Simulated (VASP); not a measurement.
The system is SiGe2.

```xyz
6
Lattice="0.0000 3.8247 3.8247 3.8247 0.0000 3.8247 3.8247 3.8247 0.0000" Properties=species:S:1:pos:R:3 pbc="T T T"
Si    3.8247    3.8247    3.8247
Si    5.7371    5.7371    5.7371
Ge    2.8685    0.9562    2.8685
Ge    2.8685    2.8685    0.9562
Ge    0.9562    2.8685    2.8685
Ge    0.9562    0.9562    0.9562
```

The cell was built from a structure type or drawn by symmetry, and may not be a known phase.

| Item | Value |
| --- | --- |
| Program | VASP 6.6.1 |
| Task | relaxation of cell and atoms |
| Functional | PBE |
| Potentials or basis | VASP PAW PBE potentials, release 64 (Si, Ge_d) |
| Cutoff | 600 eV |
| k mesh | 8 × 8 × 8 |
| Occupations | gaussian, width 0.1 eV |
| Spin | no spin polarisation |

At the start: pressure 2.4 GPa; volume 18.65 Å³/atom.

**Question.** How do energy, volume and symmetry change on relaxing?

**Answer.** Over 3 steps the energy falls by 5.0 meV/atom and the volume is 19.34 Å³/atom (+3.7 %); space group Fd-3m (No. 227, to 0.1 Å) before and after.

Step by step:
```csv
step,energy change (eV),largest force (eV/Å),pressure (GPa),volume (Å³)
1,0.0000,0.0000,2.42,111.90
2,-0.0296,0.0000,-0.24,116.53
3,-0.0300,0.0000,-0.02,116.04
```

Final structure:
```cif
data_structure
_symmetry_space_group_name_H-M 'P 1'
_symmetry_Int_Tables_number 1
_cell_length_a 5.4749
_cell_length_b 5.4749
_cell_length_c 5.4749
_cell_angle_alpha 60.000
_cell_angle_beta 60.000
_cell_angle_gamma 60.000
_cell_volume 116.04
loop_
_atom_site_label
_atom_site_type_symbol
_atom_site_fract_x
_atom_site_fract_y
_atom_site_fract_z
_atom_site_occupancy
Si1 Si 0.50000 0.50000 0.50000 1
Si2 Si 0.75000 0.75000 0.75000 1
Ge1 Ge 0.12500 0.62500 0.12500 1
Ge2 Ge 0.12500 0.12500 0.62500 1
Ge3 Ge 0.62500 0.12500 0.12500 1
Ge4 Ge 0.12500 0.12500 0.12500 1
```
